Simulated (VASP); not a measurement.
# AlGa3As4: single point with PBE

AlGa3As4:

```
Al Ga As
1.0
     4.07350    0.00000    0.00000
     0.00000    4.07350    0.00000
     0.00000    0.00000   11.35101
Al Ga As
1 3 4
Direct
  0.50000 0.50000 0.50000
  0.00000 0.00000 0.74966
  0.50000 0.50000 0.00000
  0.00000 0.00000 0.25034
  0.50000 0.00000 0.87489
  0.00000 0.50000 0.12511
  0.50000 0.00000 0.37612
  0.00000 0.50000 0.62388
```

| Quantity | Value |
| --- | --- |
| Program | VASP 6.6.1 |
| Task | single point |
| Functional | PBE |
| Potentials or basis | VASP PAW PBE potentials, release 64 (Al, Ga_d, As) |
| Cutoff | 520 eV |
| k mesh | 4 × 4 × 2 |
| Occupations | gaussian, width 0.1 eV |
| Spin | no spin polarisation |
| Dipole correction | no |
| Further INCAR settings | ALGO = Normal; EDIFF = 1e-07; NBANDS = 41 |

The pressure is 0.5 GPa and the largest force is 0.005 eV/Å. The band gap on the k mesh is 0.53 eV.

Forces in eV/Å, atoms in the order of the input:
```
Al   0.000  0.000  0.000
Ga   0.000  0.000  0.005
Ga   0.000  0.000  0.000
Ga   0.000  0.000 -0.005
As   0.000  0.000 -0.001
As   0.000  0.000  0.001
As   0.000  0.000  0.003
As   0.000  0.000 -0.003
```

Stress tensor (GPa, compression positive):
```
0.55 0.00 0.00
0.00 0.55 0.00
0.00 0.00 0.40
```

Levels at points of the mesh, in eV from the valence-band top:
```tsv
k point	band 27	band 28	band 29	band 30	band 31	band 32	band 33	band 34	band 35	band 36
(0.00, 0.00, 0.00)	-1.55	-1.55	-0.05	-0.05	0.00	0.53	1.44	1.69	1.94	2.21
(0.50, 0.00, 0.00)	-1.15	-1.08	-1.06	-1.01	-0.96	0.90	1.31	2.65	2.83	4.45
(0.50, 0.50, 0.00)	-3.07	-2.43	-2.43	-2.42	-2.41	1.51	1.51	1.58	2.06	4.58
(0.00, 0.00, 0.50)	-1.65	-0.72	-0.72	-0.56	-0.56	1.35	1.56	2.10	2.23	2.34
(0.50, 0.00, 0.50)	-1.96	-1.24	-1.12	-1.09	-1.09	1.95	2.01	2.04	2.57	4.35
(0.50, 0.50, 0.50)	-2.85	-2.80	-2.80	-2.77	-2.77	2.46	2.46	2.58	2.72	2.72
```

Wall time 3.3 min on 1 thread of Intel Xeon 8259CL, with other jobs on the host, peak memory 0.3 GiB.

A k mesh can miss the band edges.
